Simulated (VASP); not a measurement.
## Co: single point with PBE

The system is Co.

```
Co
1.0
     0.00000    3.59210    3.59210
     1.79605    0.00000    1.79605
     1.79605    1.79605    0.00000
Co
2
Cartesian
  0.0000 0.0000 0.0000
  0.0000 1.7960 1.7960
```

This isn't the form of Co at room conditions, which is hcp.

```json
{"Program": "VASP 6.6.1", "Task": "single point", "Functional": "PBE", "Potentials or basis": "VASP PAW PBE potentials, release 64 (Co)", "Cutoff": "520 eV", "k mesh": "7 × 14 × 14", "Occupations": "fermi-dirac, width 0.1 eV", "Spin": "collinear spin, antiferromagnetic start", "Starting moments": "[3.0, -3.0] μB", "Dipole correction": "no", "Further INCAR settings": "ALGO = Normal; EDIFF = 1e-07; NBANDS = 20"}
```

The pressure is -15.2 GPa and the band gap on the k mesh is zero (filled and empty bands overlap). The net moment is 0.00 μB per cell. The site moments are Co +1.21, -1.21 μB and the valence electrons inside the program's atomic spheres are Co 8.15.

Stress tensor (GPa, compression positive):
```
-15.19  -1.72  -1.72
 -1.72 -15.19   1.72
 -1.72   1.72 -15.19
```

Levels at points of the mesh, in eV from the Fermi level:
Spin up:
| k point | band 5 | band 6 | band 7 | band 8 | band 9 | band 10 | band 11 | band 12 | band 13 | band 14 |
| --- | --- | --- | --- | --- | --- | --- | --- | --- | --- | --- |
| (0.00, 0.00, 0.00) | -1.72 | -1.66 | -1.66 | -0.51 | -0.51 | -0.14 | 0.46 | 0.46 | 6.18 | 21.07 |
| (0.00, 0.50, 0.00) | -1.71 | -0.42 | -0.12 | 0.05 | 0.42 | 0.52 | 0.96 | 2.54 | 6.19 | 9.49 |
Spin down:
```
           k point  band 7  band 8  band 9  band 10  band 11  band 12
(0.00, 0.00, 0.00)   -1.66   -0.51   -0.51    -0.14     0.46     0.46
(0.00, 0.50, 0.00)   -0.12    0.05    0.42     0.52     0.96     2.54
```

It took 2.5 min on 1 thread of Intel(R) Xeon(R) Platinum 8488C (Sapphire Rapids) (shared host), peak memory 0.22 GiB.

Caveat: the cell stands under tension.
